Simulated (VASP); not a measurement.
# BC5 (P3m1) in VASP: single point with PBE+D3(BJ)

Aim: the single point of BC5 with PBE+D3(BJ).

All numbers are computed with VASP 6.6.1; they aren't measurements. Logs are shortened: lines on timing, memory, paths and dates and some standing lists are left out, and cuts for length are marked.

## Step 1: The cell of the first run

Symmetry: P3m1, No. 156, trigonal system. Conventional cell: a = 2.552 Å, b = 2.552 Å, c = 6.400 Å, α = 90.00°, β = 90.00°, γ = 120.00°. Within 2.1 Å of B (site symmetry 3m) lie 4 C at 1.61 to 1.63 Å. C (site symmetry 3m) has 3 C at 1.56 Å and 1 B at 1.61 Å within 2.1 Å. Within 2.1 Å of C (site symmetry 3m) lie 4 C at 1.55 to 1.56 Å. Within 2.0 Å of C (site symmetry 3m) lie 4 C at 1.50 to 1.57 Å. C (site symmetry 3m) has 4 C at 1.55 to 1.57 Å within 2.1 Å. Within 2.0 Å of C (site symmetry 3m) lie 1 C at 1.50 Å and 3 B at 1.63 Å.

## Step 2: Single point, PBE+D3(BJ)

Input file INCAR:

```
SYSTEM = BC5
  ALGO = Normal
  EDIFF = 1E-6
  ENCUT = 520
  GGA = PE
  ISIF = 2
  ISMEAR = -1
  IVDW = 12
  LASPH = .TRUE.
  LCHARG = .FALSE.
  LREAL = .FALSE.
  LWAVE = .FALSE.
  NBANDS = 20
  NELM = 80
  PREC = Accurate
  SIGMA = 0.1
```

Input file KPOINTS:

```
k-points
0
G
  10 10 4
  0 0 0
```

Input file POSCAR:

```
BC5
1.0
    2.5515512600      0.0000000000      0.0000000000
   -1.2757756300      2.2097082100      0.0000000000
    0.0000000000      0.0000000000      6.3996570000
B C
1 5
Direct
    0.3333333300      0.6666666700      0.0075860000
    0.3333333300      0.6666666700      0.2595110000
    0.6666666700      0.3333333300      0.3390330000
    0.0000000000      0.0000000000      0.6645630000
    0.6666666700      0.3333333300      0.5813640000
    0.0000000000      0.0000000000      0.8989420000
```

Potentials or basis: VASP PAW PBE potentials, release 64 (B, C).

Command:

```sh
$ cat potpaw_PBE.64/B/POTCAR potpaw_PBE.64/C/POTCAR > POTCAR
$ mpirun -np 1 vasp_std > vasp.out
```

OUTCAR:

```text
SYSTEM = BC5
   EDIFF = 1E-6
   ENCUT = 520
   GGA = PE
   ISIF = 2
   ISMEAR = -1
   IVDW = 12
   LASPH = .TRUE.
   LREAL = .FALSE.
   NELM = 80
   PREC = Accurate
 IVDW          = 12

 ion  position               nearest neighbor table
   1  0.333  0.667  0.008-   2 1.61   6 1.63   6 1.63   6 1.63
   2  0.333  0.667  0.260-   3 1.56   3 1.56   3 1.56   1 1.61
   3  0.667  0.333  0.339-   5 1.55   2 1.56   2 1.56   2 1.56
   4  0.000  0.000  0.665-   6 1.50   5 1.57   5 1.57   5 1.57
   5  0.667  0.333  0.581-   3 1.55   4 1.57   4 1.57   4 1.57
   6  0.000  0.000  0.899-   4 1.50   1 1.63   1 1.63   1 1.63

  LATTYP: Found a hexagonal cell.
 ALAT       =     2.5515512600
 C/A-ratio  =     2.5081436146

  Lattice vectors:

 A1 = (   2.5515512600,   0.0000000000,   0.0000000000)
 A2 = (  -1.2757756300,   2.2097082100,   0.0000000000)
 A3 = (   0.0000000000,   0.0000000000,   6.3996570000)

Analysis of symmetry for initial positions (statically):
=====================================================================
 Subroutine PRICEL returns:
 Original cell was already a primitive cell.

 Routine SETGRP: Setting up the symmetry group for a
 hexagonal supercell.

 Subroutine GETGRP returns: Found  6 space group operations
 (whereof  6 operations were pure point group operations)
 out of a pool of 24 trial point group operations.

The static configuration has the point symmetry C_3v.

Analysis of symmetry for dynamics (positions and initial velocities):
=====================================================================
 Subroutine PRICEL returns:
 Original cell was already a primitive cell.

 Routine SETGRP: Setting up the symmetry group for a
 hexagonal supercell.

 Subroutine GETGRP returns: Found  6 space group operations
 (whereof  6 operations were pure point group operations)
 out of a pool of 24 trial point group operations.

The dynamic configuration has the point symmetry C_3v.

 Subroutine INISYM returns: Found  6 space group operations
 (whereof  6 operations are pure point group operations),
 and found     1 'primitive' translations

----------------------------------------------------------------------------------------

                                     Primitive cell

  volume of cell :      36.0824

  direct lattice vectors                    reciprocal lattice vectors
     2.551551260  0.000000000  0.000000000     0.391918444  0.226274219  0.000000000
    -1.275775630  2.209708210  0.000000000     0.000000000  0.452548439  0.000000000
     0.000000000  0.000000000  6.399657000     0.000000000  0.000000000  0.156258374

  length of vectors
     2.551551260  2.551551260  6.399657000     0.452548438  0.452548439  0.156258374

  position of ions in fractional coordinates (direct lattice)
     0.333333330  0.666666670  0.007586000
     0.333333330  0.666666670  0.259511000
     0.666666670  0.333333330  0.339033000
     0.000000000  0.000000000  0.664563000
     0.666666670  0.333333330  0.581364000
     0.000000000  0.000000000  0.898942000

  ion indices of the primitive-cell ions
   primitive index   ion index
                 1           1
                 2           2
                 3           3
                 4           4
                 5           5
                 6           6

----------------------------------------------------------------------------------------

 KPOINTS: k-points

Automatic generation of k-mesh.
 Grid dimensions read from file:
 generate k-points for:   10   10    4

 Generating k-lattice:

  Cartesian coordinates                     Fractional coordinates (reciprocal lattice)
     0.039191844  0.022627422  0.000000000     0.100000000 -0.000000000  0.000000000
     0.000000000  0.045254844  0.000000000     0.000000000  0.100000000  0.000000000
     0.000000000  0.000000000  0.039064594     0.000000000  0.000000000  0.250000000

  Length of vectors
     0.045254844  0.045254844  0.039064594

  Shift w.r.t. Gamma in fractional coordinates (k-lattice)
     0.000000000  0.000000000  0.000000000

 Subroutine IBZKPT returns following result:
 ===========================================

 Found     50 irreducible k-points:

 Following reciprocal coordinates:
            Coordinates               Weight
  0.000000  0.000000  0.000000      1.000000
  0.100000 -0.000000  0.000000      6.000000
  0.200000 -0.000000  0.000000      6.000000
  0.300000  0.000000  0.000000      6.000000
  0.400000 -0.000000  0.000000      6.000000
  0.500000  0.000000  0.000000      3.000000
[... 16 lines left out ...]
  0.000000  0.400000  0.250000      6.000000
  0.500000  0.000000  0.250000      6.000000
 [... further k-points ...]
   k-points           NKPTS =     50   k-points in BZ     NKDIM =     50   number of bands    NBANDS=     20
   number of dos      NEDOS =    301   number of ions     NIONS =      6
   total plane-waves  NPLWV =  19200
   dimension x,y,z NGX =    20 NGY =   20 NGZ =   48
   dimension x,y,z NGXF=    40 NGYF=   40 NGZF=   96
   ions per type =               1   5
   NGX,Y,Z   is equivalent  to a cutoff of  13.03, 13.03, 12.47 a.u.
   NGXF,Y,Z  is equivalent  to a cutoff of  26.06, 26.06, 24.94 a.u.
 SYSTEM =  BC5
   PREC   = accura    normal or accurate (medium, high low for compatibility)
   ISTART =      0    job   : 0-new  1-cont  2-samecut
   ICHARG =      2    charge: 1-file 2-atom 10-const
   ISPIN  =      1    spin polarized calculation?
   LNONCOLLINEAR =      F non collinear calculations
   LSORBIT =      F    spin-orbit coupling
   LASPH  =      T    aspherical Exc in radial PAW
   ENCUT  =  520.0 eV  38.22 Ry    6.18 a.u.   4.74  4.74 11.90*2*pi/ulx,y,z
   NELM   =     80;   NELMIN=  2; NELMDL= -5     # of ELM steps
   EDIFF  = 0.1E-05   stopping-criterion for ELM
   LREAL  =      F    real-space projection
   EDIFFG = 0.1E-04   stopping-criterion for IOM
   NSW    =      0    number of steps for IOM
   IBRION =     -1    ionic relax: 0-MD 1-quasi-New 2-CG
   NFREE  =      0    steps in history (QN), initial steepest desc. (CG)
   ISIF   =      2    stress and relaxation
   ISYM   =      2    0-nonsym 1-usesym 2-fastsym
   POTIM  = 0.5000    time-step for ionic-motion
   TEBEG  =    0.0;   TEEND  =   0.0 temperature during run
   PSTRESS=    0.0 pullay stress
   NELECT =      23.0000    total number of electrons
   NUPDOWN=      -1.0000    fix difference up-down
   EMIN   =  10.00;   EMAX   =-10.00  energy-range for DOS
   EFERMI =   0.00;   METHOD = LEGACY
   ISMEAR =    -1;   SIGMA  =   0.10  broadening in eV -4-tet -1-fermi 0-gaus
   EFERMI_NEDOS =   21; number of points for ismear=-14 and -15
   IALGO  =     38    algorithm
   IMIX   =      4    mixing-type and parameters
     AMIX     =   0.40;   BMIX     =  1.00
     AMIX_MAG =   1.60;   BMIX_MAG =  1.00
  volume/ion in A,a.u.               =       6.01        40.58
  Fermi-wavevector in a.u.,A,eV,Ry     =   1.408917  2.662467 27.008213  1.985048
  Thomas-Fermi vector in A             =   2.531026
   LORBIT       =      0    0 simple, 1 ext, 2 COOP (PROOUT), +10 PAW based schemes
   GGA     = PE    functional components
   LHFCALC =     F    Hartree Fock is set to
   AEXX    =    0.0000 exact exchange contribution
   IVDW    =    12    specifies the selected vdW correction
   LEPSILON=     F    determine dielectric tensor
   LRPA    =     F    only Hartree local field effects (RPA)
 non-spin polarized calculation
  energy-cutoff  :      520.00
  volume of cell :       36.08
 maximum number of plane-waves:       988
 NGX is ok and might be reduce to    20
   NGX =  9   NGY =  9   NGZ = 23

 number of electron      23.0000000 magnetization

 Free energy of the ion-electron system (eV)
  ---------------------------------------------------
  ext. energy  EPLUGINS =         0.00000000
  ---------------------------------------------------
  free energy    TOTEN  =       -51.32076801 eV

  energy without entropy =      -51.29355271  energy(sigma->0) =      -51.30716036

 E-fermi :   7.8595     XC(G=0): -12.8941

 val. band max:        7.7559057336   @ k =   0.4000  -0.0000   0.5000
 cond. band min:       7.8976305099   @ k =   0.2000   0.1000   0.2500
 fundamental gap:      0.1417247763
 Fermi energy:         7.8594907969

 k-point     1 :       0.0000    0.0000    0.0000
  band No.  band energies     occupation
      1     -11.9841      2.00000
      2      -9.3691      2.00000
      3      -7.4979      2.00000
      4      -0.4492      2.00000
      5       0.3877      2.00000
      6       6.1868      2.00000
[... 12 lines left out ...]
     19      18.4876      0.00000
     20      18.9022      0.00000

 k-point     2 :       0.1000   -0.0000    0.0000
  band No.  band energies     occupation
      1     -11.7457      2.00000
      2      -9.1389      2.00000
      3      -7.2685      2.00000
      4      -0.2831      2.00000
      5       0.5593      2.00000
      6       5.0077      2.00000
[... 12 lines left out ...]
     19      18.5700      0.00000
     20      19.4333      0.00000

 k-point     3 :       0.2000   -0.0000    0.0000
  band No.  band energies     occupation
      1     -11.0348      2.00000
      2      -8.4545      2.00000
      3      -6.5885      2.00000
      4       0.1315      2.00000
      5       1.0188      2.00000
      6       2.5555      2.00000
[... 12 lines left out ...]
     19      19.7084      0.00000
     20      20.5409      0.00000

 k-point     4 :       0.3000    0.0000    0.0000
  band No.  band energies     occupation
      1      -9.8687      2.00000
      2      -7.3441      2.00000
      3      -5.4952      2.00000
      4      -0.6328      2.00000
      5       0.7232      2.00000
      6       1.6655      2.00000
[... 429 lines left out ...]
 k-point    23 :       0.0000    0.4000    0.2500
  band No.  band energies     occupation
      1      -8.2345      2.00000
      2      -6.2629      2.00000
      3      -4.0475      2.00000
      4      -2.4797      2.00000
      5      -1.1832      2.00000
      6       0.8484      2.00000
[... 12 lines left out ...]
     19      21.3981      0.00000
     20      21.5153      0.00000

 k-point    24 :       0.5000    0.0000    0.2500
  band No.  band energies     occupation
      1      -6.8223      2.00000
      2      -5.8478      2.00000
      3      -3.9999      2.00000
      4      -3.5337      2.00000
      5      -1.6434      2.00000
      6      -0.0749      2.00000
[... 12 lines left out ...]
     19      19.9979      0.00000
     20      21.3446      0.00000

 [... further k-points ...]

------------------------ aborting loop because EDIFF is reached ----------------------------------------

 Edisp (eV)   -1.14386

 E8    (eV) :    -0.3389

  FORCE on cell =-STRESS in cart. coord.  units (eV):
  Direction    XX          YY          ZZ          XY          YZ          ZX
  --------------------------------------------------------------------------------------
  -------------------------------------------------------------------------------------
  Total      -1.14257    -1.14257    -1.10071     0.00000     0.00000     0.00000
  in kB     -50.73399   -50.73399   -48.87516     0.00000     0.00000     0.00000
  external pressure =      -50.11 kB  Pullay stress =        0.00 kB

 VOLUME and BASIS-vectors are now :
 -----------------------------------------------------------------------------
  energy-cutoff  :      520.00
  volume of cell :       36.08
      direct lattice vectors                 reciprocal lattice vectors
     2.551551260  0.000000000  0.000000000     0.391918444  0.226274219  0.000000000
    -1.275775630  2.209708210  0.000000000     0.000000000  0.452548439  0.000000000
     0.000000000  0.000000000  6.399657000     0.000000000  0.000000000  0.156258374

 POSITION                                       TOTAL-FORCE (eV/Angst)
 -----------------------------------------------------------------------------------
     -0.00000      1.47314      0.04855         0.000000     -0.000000     -0.031965
     -0.00000      1.47314      1.66078        -0.000000      0.000000     -0.006126
      1.27578      0.73657      2.16969        -0.000000      0.000000      0.034666
      0.00000      0.00000      4.25298         0.000000     -0.000000      0.002826
      1.27578      0.73657      3.72053         0.000000     -0.000000     -0.006947
      0.00000      0.00000      5.75292         0.000000     -0.000000      0.007547
 -----------------------------------------------------------------------------------
    total drift:                               -0.000003      0.000001      0.000085

  FREE ENERGIE OF THE ION-ELECTRON SYSTEM (eV)
  ---------------------------------------------------
  free  energy   TOTEN  =       -52.4646291347 eV

  energy  without entropy=      -52.4374138386  energy(sigma->0) =      -52.45102149
```

It took 29 s on 1 thread of AMD EPYC 7R13 (Zen 3), shared host; peak memory 0.15 GiB.

What came out:

```
Free energy                : -52.4646 eV
Pressure                   : -5.0 GPa
Largest force              : 0.035 eV/Å
Band gap on the k mesh     : zero (an odd number of electrons rules out a gap without spin polarisation)
Dispersion energy per atom : -0.191 eV
```

Forces in eV/Å, atoms in the order of the input:
```
B    0.000  0.000 -0.032
C    0.000  0.000 -0.006
C    0.000  0.000  0.035
C    0.000  0.000  0.003
C    0.000  0.000 -0.007
C    0.000  0.000  0.008
```

Stress tensor (GPa, compression positive):
```
-5.07  0.00  0.00
 0.00 -5.07  0.00
 0.00  0.00 -4.89
```

Levels at points of the mesh, in eV from the Fermi level:
| k point | band 9 | band 10 | band 11 | band 12 | band 13 | band 14 | band 15 | band 16 |
| --- | --- | --- | --- | --- | --- | --- | --- | --- |
| (0.00, 0.00, 0.00) | -0.41 | 0.79 | 2.51 | 2.51 | 6.76 | 6.76 | 6.95 | 8.85 |
| (0.50, 0.00, 0.00) | -3.95 | -3.07 | -2.88 | -0.73 | 5.43 | 5.94 | 7.86 | 9.63 |
| (0.00, 0.00, 0.50) | -0.20 | -0.20 | 2.15 | 2.15 | 7.62 | 7.62 | 8.17 | 8.32 |
| (0.50, 0.00, 0.50) | -4.86 | -3.48 | -1.50 | -0.31 | 5.89 | 7.09 | 8.47 | 8.97 |

Caveat: the cell stands under tension.
